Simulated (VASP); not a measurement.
Input of a VASP 6.6.1 run:

Contents of INCAR:

```
SYSTEM = MgS
ALGO     = Normal         ! electronic algorithm
EDIFF    = 1E-6           ! SCF threshold, eV
ENCUT    = 600            ! plane-wave cutoff, eV
GGA      = PE             ! functional
GGA_COMPAT= .FALSE.      
ISIF     = 2              ! what is computed and relaxed
ISMEAR   = 0              ! smearing method
LASPH    = .TRUE.         ! aspherical terms in the spheres
LCHARG   = .FALSE.        ! write CHGCAR
LREAL    = .FALSE.        ! projectors in reciprocal space
LWAVE    = .FALSE.        ! write WAVECAR
NBANDS   = 11             ! bands
NELM     = 120            ! most SCF steps
PREC     = Accurate       ! precision mode
SIGMA    = 0.1            ! smearing width, eV
```

Contents of KPOINTS:

```
k-points
0
G
  6 6 6
  0 0 0
```

Contents of POSCAR:

```
MgS
1.0
    0.0000000000      2.6043980000      2.6043980000
    2.6043980000      0.0000000000      2.6043980000
    2.6043980000      2.6043980000      0.0000000000
Mg S
1 1
Direct
    0.0000000000      0.0000000000      0.0000000000
    0.5000000000      0.5000000000      0.5000000000
```

Potentials or basis: VASP PAW PBE potentials, release 64 (Mg, S).

The run is started by

```bash
$ cat potpaw_PBE.64/Mg/POTCAR potpaw_PBE.64/S/POTCAR > POTCAR
$ mpirun -np 1 vasp_std > vasp.out
```

(1) What does it give for the pressure?

(2) What does it give for the band gap on the k mesh?

## Answers

(1) 0.7 GPa.

(2) 2.77 eV, indirect (least direct gap 3.68 eV).
